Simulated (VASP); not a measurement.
# ScOs3 in VASP: a series of runs

Runs on ScOs3. Level: PBE. Tasks: single point.

Program: VASP 6.6.1. These are calculated values, not measurements. Logs are shortened: lines on timing, memory, paths and dates and some standing lists are left out, and cuts for length are marked.

### Step 1. The cell of the first run

The typed cell holds 8 atoms: a = 5.515 Å, b = 5.515 Å, c = 4.505 Å, α = 90.00°, β = 90.00°, γ = 120.00°.

### Step 2. Single point, PBE, collinear spin, zero start

The input, INCAR:

```
PREC = Accurate
ENCUT = 520
EDIFF = 1E-7
ISMEAR = 1
SIGMA = 0.0694
LREAL = F
LASPH = T
NELM = 150
ALGO = Normal
ISIF = 2
LWAVE = F
LCHARG = F
ISPIN = 2
MAGMOM = 0 0 0 0 0 0 0 0
LORBIT = 11
LMAXMIX = 4
GGA = PE
NBANDS = 49
```

The input, KPOINTS:

```
regular mesh
0
Gamma
  4 4 4
```

The input, POSCAR:

```
ScOs3
1.0
    5.5151460000      0.0000000000      0.0000000000
   -2.7575730000      4.7762620000      0.0000000000
    0.0000000000      0.0000000000      4.5047300000
Os Sc
6 2
Direct
    0.8390000000      0.6780000000      0.2500000000
    0.1610000000      0.8390000000      0.7500000000
    0.3220000000      0.1610000000      0.2500000000
    0.1610000000      0.3220000000      0.7500000000
    0.8390000000      0.1610000000      0.2500000000
    0.6780000000      0.8390000000      0.7500000000
    0.3333000000      0.6667000000      0.2500000000
    0.6666000000      0.3333000000      0.7500000000
```

Potentials or basis: VASP PAW PBE potentials, release 64 (Os, Sc_sv).

On the command line:

```
cat potpaw_PBE.64/Os/POTCAR potpaw_PBE.64/Sc_sv/POTCAR > POTCAR
mpirun -np 1 vasp_std > vasp.out
```

OUTCAR:

```text
PREC = Accurate
   ENCUT = 520
   EDIFF = 1E-7
   ISMEAR = 1
   LREAL = F
   LASPH = T
   NELM = 150
   ISIF = 2
   ISPIN = 2
   LORBIT = 11
   GGA = PE

 ion  position               nearest neighbor table
   1  0.839  0.678  0.250-   3 2.66   5 2.66   2 2.73   6 2.73   2 2.73   6 2.73   7 2.76   7 2.76
                             8 2.79   8 2.79   5 2.85   3 2.85
   2  0.161  0.839  0.750-   6 2.66   4 2.66   1 2.73   1 2.73   3 2.73   3 2.73   8 2.76   8 2.76
                             7 2.79   7 2.79   6 2.85   4 2.85
   3  0.322  0.161  0.250-   5 2.66   1 2.66   4 2.73   4 2.73   2 2.73   2 2.73   7 2.76   7 2.76
                             8 2.79   8 2.79   5 2.85   1 2.85
   4  0.161  0.322  0.750-   2 2.66   6 2.66   5 2.73   3 2.73   3 2.73   5 2.73   8 2.76   8 2.76
                             7 2.79   7 2.79   2 2.85   6 2.85
   5  0.839  0.161  0.250-   3 2.66   1 2.66   4 2.73   4 2.73   6 2.73   6 2.73   7 2.76   7 2.76
                             8 2.79   8 2.79   3 2.85   1 2.85
   6  0.678  0.839  0.750-   2 2.66   4 2.66   1 2.73   1 2.73   5 2.73   5 2.73   8 2.76   8 2.76
                             7 2.79   7 2.79   2 2.85   4 2.85
   7  0.333  0.667  0.250-   1 2.76   3 2.76   5 2.76   5 2.76   1 2.76   3 2.76   2 2.79   2 2.79
                             6 2.79   6 2.79   4 2.79   4 2.79
   8  0.667  0.333  0.750-   4 2.76   2 2.76   6 2.76   6 2.76   4 2.76   2 2.76   3 2.79   3 2.79
                             5 2.79   5 2.79   1 2.79   1 2.79

  LATTYP: Found a hexagonal cell.
 ALAT       =     5.5151460000
 C/A-ratio  =     0.8167925201

  Lattice vectors:

 A1 = (   5.5151460000,   0.0000000000,   0.0000000000)
 A2 = (  -2.7575730000,   4.7762620000,   0.0000000000)
 A3 = (   0.0000000000,   0.0000000000,   4.5047300000)

Analysis of symmetry for initial positions (statically):
=====================================================================
 Subroutine PRICEL returns:
 Original cell was already a primitive cell.

 Routine SETGRP: Setting up the symmetry group for a
 hexagonal supercell.

 Subroutine GETGRP returns: Found  4 space group operations
 (whereof  2 operations were pure point group operations)
 out of a pool of 24 trial point group operations.

The static configuration has the point symmetry C_2 .
 The point group associated with its full space group is C_2v.

Analysis of symmetry for dynamics (positions and initial velocities):
=====================================================================
 Subroutine PRICEL returns:
 Original cell was already a primitive cell.

 Routine SETGRP: Setting up the symmetry group for a
 hexagonal supercell.

 Subroutine GETGRP returns: Found  4 space group operations
 (whereof  2 operations were pure point group operations)
 out of a pool of 24 trial point group operations.

The dynamic configuration has the point symmetry C_2 .
 The point group associated with its full space group is C_2v.

Analysis of structural, dynamic, and magnetic symmetry:
=====================================================================
 Subroutine PRICEL returns:
 Original cell was already a primitive cell.

 Routine SETGRP: Setting up the symmetry group for a
 hexagonal supercell.

 Subroutine GETGRP returns: Found  4 space group operations
 (whereof  2 operations were pure point group operations)
 out of a pool of 24 trial point group operations.

The overall configuration has the point symmetry C_2 .
 The point group associated with its full space group is C_2v.

 Subroutine INISYM returns: Found  4 space group operations
 (whereof  2 operations are pure point group operations),
 and found     1 'primitive' translations

----------------------------------------------------------------------------------------

                                     Primitive cell

  volume of cell :     118.6626

  direct lattice vectors                    reciprocal lattice vectors
     5.515146000  0.000000000  0.000000000     0.181318863  0.104684375  0.000000000
    -2.757573000  4.776262000  0.000000000     0.000000000  0.209368749  0.000000000
     0.000000000  0.000000000  4.504730000     0.000000000  0.000000000  0.221988887

  length of vectors
     5.515146000  5.515150727  4.504730000     0.209368928  0.209368749  0.221988887

  position of ions in fractional coordinates (direct lattice)
     0.839000000  0.678000000  0.250000000
     0.161000000  0.839000000  0.750000000
     0.322000000  0.161000000  0.250000000
     0.161000000  0.322000000  0.750000000
     0.839000000  0.161000000  0.250000000
     0.678000000  0.839000000  0.750000000
     0.333300000  0.666700000  0.250000000
     0.666600000  0.333300000  0.750000000

  ion indices of the primitive-cell ions
   primitive index   ion index
                 1           1
                 2           2
                 3           3
                 4           4
                 5           5
                 6           6
                 7           7
                 8           8

----------------------------------------------------------------------------------------

 KPOINTS: regular mesh

Automatic generation of k-mesh.
 Grid dimensions read from file:
 generate k-points for:    4    4    4

 Generating k-lattice:

  Cartesian coordinates                     Fractional coordinates (reciprocal lattice)
     0.045329716  0.026171094  0.000000000     0.250000000  0.000000000  0.000000000
     0.000000000  0.052342187  0.000000000     0.000000000  0.250000000  0.000000000
     0.000000000  0.000000000  0.055497222     0.000000000  0.000000000  0.250000000

  Length of vectors
     0.052342232  0.052342187  0.055497222

  Shift w.r.t. Gamma in fractional coordinates (k-lattice)
     0.000000000  0.000000000  0.000000000

 Subroutine IBZKPT returns following result:
 ===========================================

 Found     21 irreducible k-points:

 Following reciprocal coordinates:
            Coordinates               Weight
  0.000000  0.000000  0.000000      1.000000
  0.250000  0.000000  0.000000      4.000000
  0.000000  0.250000  0.000000      2.000000
  0.500000  0.000000  0.000000      2.000000
  0.000000  0.500000  0.000000      1.000000
  0.250000  0.250000  0.000000      4.000000
[... 13 lines left out ...]
  0.250000  0.250000  0.500000      4.000000
  0.500000  0.250000  0.500000      2.000000
   k-points           NKPTS =     21   k-points in BZ     NKDIM =     21   number of bands    NBANDS=     49
   number of dos      NEDOS =    301   number of ions     NIONS =      8
   total plane-waves  NPLWV =  63504
   dimension x,y,z NGX =    42 NGY =   42 NGZ =   36
   dimension x,y,z NGXF=    84 NGYF=   84 NGZF=   72
   ions per type =               6   2
   NGX,Y,Z   is equivalent  to a cutoff of  12.66, 12.66, 13.29 a.u.
   NGXF,Y,Z  is equivalent  to a cutoff of  25.32, 25.32, 26.57 a.u.
 SYSTEM =  unknown system
   PREC   = accura    normal or accurate (medium, high low for compatibility)
   ISTART =      0    job   : 0-new  1-cont  2-samecut
   ICHARG =      2    charge: 1-file 2-atom 10-const
   ISPIN  =      2    spin polarized calculation?
   LNONCOLLINEAR =      F non collinear calculations
   LSORBIT =      F    spin-orbit coupling
   LASPH  =      T    aspherical Exc in radial PAW
   ENCUT  =  520.0 eV  38.22 Ry    6.18 a.u.  10.25 10.25  8.38*2*pi/ulx,y,z
   NELM   =    150;   NELMIN=  2; NELMDL= -5     # of ELM steps
   EDIFF  = 0.1E-06   stopping-criterion for ELM
   LREAL  =      F    real-space projection
   EDIFFG = 0.1E-05   stopping-criterion for IOM
   NSW    =      0    number of steps for IOM
   IBRION =     -1    ionic relax: 0-MD 1-quasi-New 2-CG
   NFREE  =      0    steps in history (QN), initial steepest desc. (CG)
   ISIF   =      2    stress and relaxation
   ISYM   =      2    0-nonsym 1-usesym 2-fastsym
   POTIM  = 0.5000    time-step for ionic-motion
   TEBEG  =    0.0;   TEEND  =   0.0 temperature during run
   PSTRESS=    0.0 pullay stress
   NELECT =      70.0000    total number of electrons
   NUPDOWN=      -1.0000    fix difference up-down
   EMIN   =  10.00;   EMAX   =-10.00  energy-range for DOS
   EFERMI =   0.00;   METHOD = LEGACY
   ISMEAR =     1;   SIGMA  =   0.07  broadening in eV -4-tet -1-fermi 0-gaus
   EFERMI_NEDOS =   21; number of points for ismear=-14 and -15
   IALGO  =     38    algorithm
   IMIX   =      4    mixing-type and parameters
     AMIX     =   0.40;   BMIX     =  1.00
     AMIX_MAG =   1.60;   BMIX_MAG =  1.00
  volume/ion in A,a.u.               =      14.83       100.10
  Fermi-wavevector in a.u.,A,eV,Ry     =   1.372997  2.594588 25.648619  1.885120
  Thomas-Fermi vector in A             =   2.498554
   LORBIT       =     11    0 simple, 1 ext, 2 COOP (PROOUT), +10 PAW based schemes
   GGA     = PE    functional components
   LHFCALC =     F    Hartree Fock is set to
   AEXX    =    0.0000 exact exchange contribution
   IVDW    =     0    specifies the selected vdW correction
   LEPSILON=     F    determine dielectric tensor
   LRPA    =     F    only Hartree local field effects (RPA)
 spin polarized calculation
 Methfessel and Paxton  Order N= 1 SIGMA  =   0.07
  energy-cutoff  :      520.00
  volume of cell :      118.66
 maximum number of plane-waves:      3216
 NGX is ok and might be reduce to    42
   NGX = 21   NGY = 21   NGZ = 17

 number of electron      70.0000007 magnetization       0.0000027

 number of electron      70.0000007 magnetization      -0.0000000

 Free energy of the ion-electron system (eV)
  ---------------------------------------------------
  ext. energy  EPLUGINS =         0.00000000
  ---------------------------------------------------
  free energy    TOTEN  =       -78.89685006 eV

  energy without entropy =      -78.90054723  energy(sigma->0) =      -78.89808245

 E-fermi :   7.8808     XC(G=0): -13.3036

 val. band max:        7.8768460936   @ k =   0.2500   0.0000   0.5000
 cond. band min:       7.9572014318   @ k =   0.5000   0.2500   0.0000
 fundamental gap:      0.0803553381
 Fermi energy:         7.8808248116

 spin component 1

 k-point     1 :       0.0000    0.0000    0.0000
  band No.  band energies     occupation
      1     -39.9785      1.00000
      2     -39.9715      1.00000
      3     -18.7705      1.00000
      4     -18.7705      1.00000
      5     -18.7558      1.00000
      6     -18.7380      1.00000
[... 39 lines left out ...]
     46      12.1578      0.00000
     47      12.3797      0.00000
[... 958 lines left out ...]
      6     -18.7690      1.00000
[... 39 lines left out ...]
     46      11.4791      0.00000
     47      12.1002      0.00000
 Fermi energy:         7.8808248116

 spin component 2

 k-point     1 :       0.0000    0.0000    0.0000
  band No.  band energies     occupation
      1     -39.9785      1.00000
      2     -39.9715      1.00000
      3     -18.7705      1.00000
      4     -18.7705      1.00000
      5     -18.7558      1.00000
      6     -18.7380      1.00000
[... 39 lines left out ...]
     46      12.1578      0.00000
     47      12.3797      0.00000
[... 958 lines left out ...]
      6     -18.7690      1.00000
[... 39 lines left out ...]
     46      11.4791      0.00000
     47      12.1002      0.00000
 [bands above 47 left out]

------------------------ aborting loop because EDIFF is reached ----------------------------------------

  FORCE on cell =-STRESS in cart. coord.  units (eV):
  Direction    XX          YY          ZZ          XY          YZ          ZX
  --------------------------------------------------------------------------------------
  -------------------------------------------------------------------------------------
  Total       10.2175208     10.2147735      7.4059647      0.0000000      0.0000000      0.0000000
  in kB      137.9565079    137.9194133     99.9950029      0.0000000      0.0000000      0.0000000
  external PRESSURE =     125.2903081 kB  Pullay stress =       0.0000000 kB

 VOLUME and BASIS-vectors are now :
 -----------------------------------------------------------------------------
  energy-cutoff  :      520.00
  volume of cell :      118.66
      direct lattice vectors                 reciprocal lattice vectors
     5.515146000  0.000000000  0.000000000     0.181318863  0.104684375  0.000000000
    -2.757573000  4.776262000  0.000000000     0.000000000  0.209368749  0.000000000
     0.000000000  0.000000000  4.504730000     0.000000000  0.000000000  0.221988887

 POSITION                                       TOTAL-FORCE (eV/Angst)
 -----------------------------------------------------------------------------------
      2.75757      3.23831      1.12618        -0.002558     -1.103052      0.000000
     -1.42567      4.00728      3.37855         0.953440     -0.553426      0.000000
      1.33191      0.76898      1.12618         0.953440      0.553426     -0.000000
      0.00000      1.53796      3.37855        -0.002558      1.103052     -0.000000
      4.18324      0.76898      1.12618        -0.954461      0.551067      0.000000
      1.42567      4.00728      3.37855        -0.954461     -0.551067      0.000000
     -0.00028      3.18433      1.12618         0.003579     -0.002289      0.000000
      2.75730      1.59193      3.37855         0.003579      0.002289      0.000000
 -----------------------------------------------------------------------------------
    total drift:                               -0.000019     -0.000000      0.000000

  FREE ENERGIE OF THE ION-ELECTRON SYSTEM (eV)
  ---------------------------------------------------
  free  energy   TOTEN  =       -78.8968500582 eV

  energy  without entropy=      -78.9005472284  energy(sigma->0) =      -78.89808245

 total charge

# of ion       s       p       d       tot
------------------------------------------
    1        0.685   0.630   6.052   7.367
    2        0.685   0.630   6.052   7.367
    3        0.685   0.630   6.052   7.367
    4        0.685   0.630   6.052   7.367
    5        0.685   0.630   6.052   7.367
    6        0.685   0.630   6.052   7.367
    7        2.278   6.278   1.342   9.898
    8        2.278   6.278   1.342   9.898
--------------------------------------------------
tot          8.667  16.338  38.993  63.998

 magnetization (x)

# of ion       s       p       d       tot
------------------------------------------
    1       -0.000  -0.000   0.000   0.000
    2       -0.000  -0.000   0.000   0.000
    3       -0.000  -0.000   0.000   0.000
    4       -0.000  -0.000   0.000   0.000
    5       -0.000  -0.000   0.000   0.000
    6       -0.000  -0.000   0.000   0.000
    7       -0.000  -0.000  -0.000  -0.000
    8       -0.000  -0.000  -0.000  -0.000
--------------------------------------------------
tot         -0.000  -0.000   0.000   0.000
```

Run time: 11 min. Hardware: 1 thread of Intel Xeon 8259CL, shared host; peak memory 0.39 GiB.

Results:

| Quantity | Value |
| --- | --- |
| Free energy | -78.8969 eV |
| Pressure | 12.5 GPa |
| Largest force | 1.103 eV/Å |
| Band gap on the k mesh | zero (filled and empty bands overlap) |
| Net moment | 0.00 μB per cell |
| Valence electrons inside the program's atomic spheres | Os 7.37; Sc 9.90 |

Forces in eV/Å, atoms in the order of the input:
```
Os  -0.003 -1.103  0.000
Os   0.953 -0.553  0.000
Os   0.953  0.553  0.000
Os  -0.003  1.103  0.000
Os  -0.954  0.551  0.000
Os  -0.954 -0.551  0.000
Sc   0.004 -0.002  0.000
Sc   0.004  0.002  0.000
```

Caveat: the cell stands under pressure; spin-orbit coupling is left out, which moves the levels of the heavy elements; forces of over 1 eV/Å act on the atoms, so gaps and moduli don't describe the material at rest.

[end of part 1 of 2]

The gap in the log of VASP goes by the Fermi energy; the results here count the filled bands.